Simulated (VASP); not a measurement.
# InSb3 (R-3m) in VASP: further runs

The runs below take InSb3 through single point, with PBE.

All numbers are computed with VASP 6.6.1; they aren't measurements. Logs are shortened: lines on timing, memory, paths and dates and some standing lists are left out, and cuts for length are marked.

**1. The cell of the first run**

It takes space group R-3m (No. 166, trigonal). The conventional cell has a = 7.035 Å, b = 7.035 Å, c = 8.032 Å, α = 90.00°, β = 90.00°, γ = 120.00°. Within 4.4 Å of In (site symmetry -3m) lie 12 Sb at 3.36 to 3.52 Å. Within 4.4 Å of Sb (site symmetry 2/m) lie 4 In at 3.36 to 3.52 Å and 8 Sb at 3.36 to 3.52 Å.

**2. Single point, PBE**

The input, INCAR:

```
SYSTEM = InSb3
PREC     = Accurate       ! precision mode
ENCUT    = 520            ! plane-wave cutoff, eV
EDIFF    = 1E-7           ! SCF threshold, eV
ISMEAR   = 0              ! smearing method
SIGMA    = 0.15           ! smearing width, eV
LREAL    = .FALSE.        ! projectors in reciprocal space
LASPH    = .TRUE.         ! aspherical terms in the spheres
NELM     = 100            ! most SCF steps
ALGO     = Normal         ! electronic algorithm
ISIF     = 2              ! what is computed and relaxed
LWAVE    = .FALSE.        ! write WAVECAR
LCHARG   = .TRUE.         ! write CHGCAR
GGA      = PE             ! functional
LELF     = .TRUE.         ! ELF
LVHAR    = .TRUE.       
NBANDS   = 22             ! bands
```

The input, KPOINTS:

```
Automatic mesh
0
G
  8 8 8
  0 0 0
```

The input, POSCAR:

```
InSb3
1.0
    4.8620013280     -0.1124036941     -0.1124036941
   -0.1124036941      4.8620013280     -0.1124036941
   -0.1124036941     -0.1124036941      4.8620013280
In Sb
1 3
Direct
    0.0000000000      0.0000000000      0.0000000000
    0.5000000000      0.0000000000      0.5000000000
    0.0000000000      0.5000000000      0.5000000000
    0.5000000000      0.5000000000      0.0000000000
```

Potentials or basis: VASP PAW PBE potentials, release 64 (In_d, Sb).

Command:

```console
$ cat potpaw_PBE.64/In_d/POTCAR potpaw_PBE.64/Sb/POTCAR > POTCAR
$ mpirun -np 1 vasp_std > vasp.out
```

OUTCAR:

```text
SYSTEM = InSb3
   PREC = Accurate
   ENCUT = 520
   EDIFF = 1E-7
   ISMEAR = 0
   LREAL = .FALSE.
   LASPH = .TRUE.
   NELM = 100
   ISIF = 2
   GGA = PE

 ion  position               nearest neighbor table
   1  0.000  0.000  0.000-   2 3.36   3 3.36   4 3.36   3 3.36   2 3.36   4 3.36   4 3.52   2 3.52
                             2 3.52   4 3.52   3 3.52   3 3.52
   2  0.500  0.000  0.500-   1 3.36   3 3.36   4 3.36   4 3.36   1 3.36   3 3.36   4 3.52   1 3.52
                             1 3.52   3 3.52   4 3.52   3 3.52
   3  0.000  0.500  0.500-   1 3.36   2 3.36   4 3.36   1 3.36   4 3.36   2 3.36   2 3.52   1 3.52
                             2 3.52   4 3.52   4 3.52   1 3.52
   4  0.500  0.500  0.000-   1 3.36   2 3.36   3 3.36   2 3.36   3 3.36   1 3.36   2 3.52   2 3.52
                             1 3.52   3 3.52   3 3.52   1 3.52

  LATTYP: Found a trigonal (rhomboedric) cell.
 ALAT       =     4.8645992738
 COS(alpha) =    -0.0456543417

  Lattice vectors:

 A1 = (   4.8620013280,  -0.1124036941,  -0.1124036941)
 A2 = (  -0.1124036941,   4.8620013280,  -0.1124036941)
 A3 = (  -0.1124036941,  -0.1124036941,   4.8620013280)

Analysis of symmetry for initial positions (statically):
=====================================================================
 Subroutine PRICEL returns:
 Original cell was already a primitive cell.

 Routine SETGRP: Setting up the symmetry group for a
 trigonal (rhombohedral) supercell.

 Subroutine GETGRP returns: Found 12 space group operations
 (whereof 12 operations were pure point group operations)
 out of a pool of 12 trial point group operations.

The static configuration has the point symmetry D_3d.

Analysis of symmetry for dynamics (positions and initial velocities):
=====================================================================
 Subroutine PRICEL returns:
 Original cell was already a primitive cell.

 Routine SETGRP: Setting up the symmetry group for a
 trigonal (rhombohedral) supercell.

 Subroutine GETGRP returns: Found 12 space group operations
 (whereof 12 operations were pure point group operations)
 out of a pool of 12 trial point group operations.

The dynamic configuration has the point symmetry D_3d.

 Subroutine INISYM returns: Found 12 space group operations
 (whereof 12 operations are pure point group operations),
 and found     1 'primitive' translations

----------------------------------------------------------------------------------------

                                     Primitive cell

  volume of cell :     114.7460

  direct lattice vectors                    reciprocal lattice vectors
     4.862001328 -0.112403694 -0.112403694     0.205901930  0.004872863  0.004872863
    -0.112403694  4.862001328 -0.112403694     0.004872863  0.205901930  0.004872863
    -0.112403694 -0.112403694  4.862001328     0.004872863  0.004872863  0.205901930

  length of vectors
     4.864599274  4.864599274  4.864599274     0.206017218  0.206017218  0.206017218

  position of ions in fractional coordinates (direct lattice)
     0.000000000  0.000000000  0.000000000
     0.500000000  0.000000000  0.500000000
     0.000000000  0.500000000  0.500000000
     0.500000000  0.500000000  0.000000000

  ion indices of the primitive-cell ions
   primitive index   ion index
                 1           1
                 2           2
                 3           3
                 4           4

----------------------------------------------------------------------------------------

 KPOINTS: Automatic mesh

Automatic generation of k-mesh.
 Grid dimensions read from file:
 generate k-points for:    8    8    8

 Generating k-lattice:

  Cartesian coordinates                     Fractional coordinates (reciprocal lattice)
     0.025737741  0.000609108  0.000609108     0.125000000  0.000000000  0.000000000
     0.000609108  0.025737741  0.000609108     0.000000000  0.125000000  0.000000000
     0.000609108  0.000609108  0.025737741     0.000000000  0.000000000  0.125000000

  Length of vectors
     0.025752152  0.025752152  0.025752152

  Shift w.r.t. Gamma in fractional coordinates (k-lattice)
     0.000000000  0.000000000  0.000000000

 Subroutine IBZKPT returns following result:
 ===========================================

 Found     65 irreducible k-points:

 Following reciprocal coordinates:
            Coordinates               Weight
  0.000000  0.000000  0.000000      1.000000
  0.125000 -0.000000 -0.000000      6.000000
  0.250000 -0.000000 -0.000000      6.000000
  0.375000 -0.000000 -0.000000      6.000000
  0.500000 -0.000000 -0.000000      3.000000
  0.125000  0.125000 -0.000000      6.000000
[... 16 lines left out ...]
  0.250000  0.125000  0.125000      6.000000
  0.375000  0.125000  0.125000      6.000000
 [... further k-points ...]
   k-points           NKPTS =     65   k-points in BZ     NKDIM =     65   number of bands    NBANDS=     22
   number of dos      NEDOS =    301   number of ions     NIONS =      4
   total plane-waves  NPLWV =  46656
   dimension x,y,z NGX =    36 NGY =   36 NGZ =   36
   dimension x,y,z NGXF=    72 NGYF=   72 NGZF=   72
   ions per type =               1   3
   NGX,Y,Z   is equivalent  to a cutoff of  12.30, 12.30, 12.30 a.u.
   NGXF,Y,Z  is equivalent  to a cutoff of  24.61, 24.61, 24.61 a.u.
 SYSTEM =  InSb3
   PREC   = accura    normal or accurate (medium, high low for compatibility)
   ISTART =      0    job   : 0-new  1-cont  2-samecut
   ICHARG =      2    charge: 1-file 2-atom 10-const
   ISPIN  =      1    spin polarized calculation?
   LNONCOLLINEAR =      F non collinear calculations
   LSORBIT =      F    spin-orbit coupling
   LASPH  =      T    aspherical Exc in radial PAW
   ENCUT  =  520.0 eV  38.22 Ry    6.18 a.u.   9.04  9.04  9.04*2*pi/ulx,y,z
   NELM   =    100;   NELMIN=  2; NELMDL= -5     # of ELM steps
   EDIFF  = 0.1E-06   stopping-criterion for ELM
   LREAL  =      F    real-space projection
   EDIFFG = 0.1E-05   stopping-criterion for IOM
   NSW    =      0    number of steps for IOM
   IBRION =     -1    ionic relax: 0-MD 1-quasi-New 2-CG
   NFREE  =      0    steps in history (QN), initial steepest desc. (CG)
   ISIF   =      2    stress and relaxation
   ISYM   =      2    0-nonsym 1-usesym 2-fastsym
   POTIM  = 0.5000    time-step for ionic-motion
   TEBEG  =    0.0;   TEEND  =   0.0 temperature during run
   PSTRESS=    0.0 pullay stress
   NELECT =      28.0000    total number of electrons
   NUPDOWN=      -1.0000    fix difference up-down
   EMIN   =  10.00;   EMAX   =-10.00  energy-range for DOS
   EFERMI =   0.00;   METHOD = LEGACY
   ISMEAR =     0;   SIGMA  =   0.15  broadening in eV -4-tet -1-fermi 0-gaus
   EFERMI_NEDOS =   21; number of points for ismear=-14 and -15
   IALGO  =     38    algorithm
   IMIX   =      4    mixing-type and parameters
     AMIX     =   0.40;   BMIX     =  1.00
     AMIX_MAG =   1.60;   BMIX_MAG =  1.00
  volume/ion in A,a.u.               =      28.69       193.59
  Fermi-wavevector in a.u.,A,eV,Ry     =   1.023014  1.933217 14.239287  1.046558
  Thomas-Fermi vector in A             =   2.156725
   LORBIT       =      0    0 simple, 1 ext, 2 COOP (PROOUT), +10 PAW based schemes
   GGA     = PE    functional components
   LHFCALC =     F    Hartree Fock is set to
   AEXX    =    0.0000 exact exchange contribution
   IVDW    =     0    specifies the selected vdW correction
   LEPSILON=     F    determine dielectric tensor
   LRPA    =     F    only Hartree local field effects (RPA)
 non-spin polarized calculation
 Gauss-broadening in eV      SIGMA  =   0.15
  energy-cutoff  :      520.00
  volume of cell :      114.75
 maximum number of plane-waves:      3136
   NGX = 19   NGY = 19   NGZ = 19

 number of electron      27.9999999 magnetization

 Free energy of the ion-electron system (eV)
  ---------------------------------------------------
  ext. energy  EPLUGINS =         0.00000000
  ---------------------------------------------------
  free energy    TOTEN  =       -14.20798034 eV

  energy without entropy =      -14.18565255  energy(sigma->0) =      -14.19681645

 E-fermi :   7.3929     XC(G=0):  -9.9132

 val. band max:        7.3891034889   @ k =   0.3750   0.2500   0.2500
 cond. band min:       7.4167811462   @ k =  -0.1250   0.1250   0.0000
 fundamental gap:      0.0276776573
 Fermi energy:         7.3928965030

 k-point     1 :       0.0000    0.0000    0.0000
  band No.  band energies     occupation
      1      -7.0849      2.00000
      2      -7.0849      2.00000
      3      -7.0721      2.00000
      4      -7.0721      2.00000
      5      -7.0660      2.00000
      6      -4.5128      2.00000
[... 14 lines left out ...]
     21      11.9375      0.00000
     22      12.8869      0.00000

 k-point     2 :       0.1250   -0.0000   -0.0000
  band No.  band energies     occupation
      1      -7.0844      2.00000
      2      -7.0833      2.00000
      3      -7.0733      2.00000
      4      -7.0722      2.00000
      5      -7.0668      2.00000
      6      -4.4212      2.00000
[... 14 lines left out ...]
     21      12.4514      0.00000
     22      13.0013      0.00000

 k-point     3 :       0.2500   -0.0000   -0.0000
  band No.  band energies     occupation
      1      -7.0835      2.00000
      2      -7.0805      2.00000
      3      -7.0759      2.00000
      4      -7.0721      2.00000
      5      -7.0679      2.00000
      6      -4.1510      2.00000
[... 14 lines left out ...]
     21      12.4767      0.00000
     22      13.0493      0.00000
[... 476 lines left out ...]
 k-point    23 :       0.2500    0.1250    0.1250
  band No.  band energies     occupation
      1      -7.0813      2.00000
      2      -7.0795      2.00000
      3      -7.0761      2.00000
      4      -7.0728      2.00000
      5      -7.0703      2.00000
      6      -3.9185      2.00000
[... 14 lines left out ...]
     21      12.4304      0.00000
     22      12.7468      0.00000

 k-point    24 :       0.3750    0.1250    0.1250
  band No.  band energies     occupation
      1      -7.0843      2.00000
      2      -7.0814      2.00000
      3      -7.0755      2.00000
      4      -7.0718      2.00000
      5      -7.0682      2.00000
      6      -3.4830      2.00000
[... 14 lines left out ...]
     21      11.8562      0.00000
     22      13.2915      0.00000

 [... further k-points ...]

------------------------ aborting loop because EDIFF is reached ----------------------------------------

  FORCE on cell =-STRESS in cart. coord.  units (eV):
  Direction    XX          YY          ZZ          XY          YZ          ZX
  --------------------------------------------------------------------------------------
  -------------------------------------------------------------------------------------
  Total       -0.9187001     -0.9187001     -0.9187001      0.3711828      0.3711828      0.3711828
  in kB      -12.8276416    -12.8276416    -12.8276416      5.1827572      5.1827572      5.1827572
  external PRESSURE =     -12.8276416 kB  Pullay stress =       0.0000000 kB

 VOLUME and BASIS-vectors are now :
 -----------------------------------------------------------------------------
  energy-cutoff  :      520.00
  volume of cell :      114.75
      direct lattice vectors                 reciprocal lattice vectors
     4.862001328 -0.112403694 -0.112403694     0.205901930  0.004872863  0.004872863
    -0.112403694  4.862001328 -0.112403694     0.004872863  0.205901930  0.004872863
    -0.112403694 -0.112403694  4.862001328     0.004872863  0.004872863  0.205901930

 POSITION                                       TOTAL-FORCE (eV/Angst)
 -----------------------------------------------------------------------------------
      0.00000      0.00000      0.00000         0.000000      0.000000     -0.000000
      2.37480     -0.11240      2.37480        -0.000000     -0.000000     -0.000000
     -0.11240      2.37480      2.37480        -0.000000     -0.000000     -0.000000
      2.37480      2.37480     -0.11240         0.000000     -0.000000      0.000000
 -----------------------------------------------------------------------------------
    total drift:                               -0.000000     -0.000000     -0.000000

  FREE ENERGIE OF THE ION-ELECTRON SYSTEM (eV)
  ---------------------------------------------------
  free  energy   TOTEN  =       -14.2079803397 eV

  energy  without entropy=      -14.1856525538  energy(sigma->0) =      -14.19681645
```

Run time: 2.8 min. Hardware: 1 thread of Intel Xeon 8259CL, shared host; peak memory 0.31 GiB.

Results:

```yaml
Free_energy: -14.2080 eV
Pressure: -1.3 GPa
Band_gap_on_the_k_mesh: zero (bands 14 and 15 overlap by 4.02 eV)
```

Levels at points of the mesh, in eV from the Fermi level:
| k point | band 10 | band 11 | band 12 | band 13 | band 14 | band 15 | band 16 | band 17 | band 18 | band 19 |
| --- | --- | --- | --- | --- | --- | --- | --- | --- | --- | --- |
| (0.00, 0.00, 0.00) | -4.15 | -3.97 | -3.53 | -0.05 | 0.53 | 0.53 | 1.75 | 1.75 | 2.27 | 4.46 |
| (0.50, 0.00, 0.00) | -2.96 | -2.45 | -2.11 | -1.77 | -0.98 | -0.73 | 1.64 | 1.86 | 2.33 | 2.59 |
| (0.50, 0.50, 0.00) | -2.45 | -1.74 | -1.53 | -1.17 | -1.13 | -1.05 | -0.18 | 1.23 | 2.92 | 3.63 |
| (0.50, 0.50, 0.50) | -4.81 | -4.81 | -4.62 | -4.60 | 2.97 | 2.97 | 3.52 | 3.80 | 3.80 | 6.07 |

Caveat: spin-orbit coupling is left out, which moves the levels of the heavy elements.

(Part 1 of 2 ends here.)

The gap in the log of VASP goes by the Fermi energy; the results here count the filled bands.